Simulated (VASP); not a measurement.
Runs of VASP 6.6.1 on Rh. The structure is that of space group Fm-3m (No. 225), or close to it. The cells are those of the table. 

```csv
task,cell,k mesh,cutoff (eV),gap on the mesh (eV),pressure (GPa)
relaxation of cell and atoms,"relaxed from a = 2.691 Å, angles 60.0°, 1 atom",18 × 18 × 18,600,none,0.0
single point,"a = 2.673 Å, angles 60.0°, 1 atom",18 × 18 × 18,500,none,0.0
single point,"a = 2.673 Å, angles 60.0°, 1 atom",18 × 18 × 18,520,none,(a)
single point,"a = 2.691 Å, angles 60.0°, 1 atom",8 × 8 × 8,500,none,-4.9
```

Alike in all rows: level PBEsol; potentials or basis VASP PAW PBE potentials, release 64 (Rh_pv); no spin polarisation; smearing gaussian 0.1 eV.

Q: Fill in the values left out.

A: (a) -0.1.

Caveats: the PAW data sets were made with another functional, which shifts forces and pressure a little.

A k mesh can miss the band edges, and the runs leave out spin-orbit coupling on Rh.

A gap of «none» marks levels without a gap at the run's occupations.
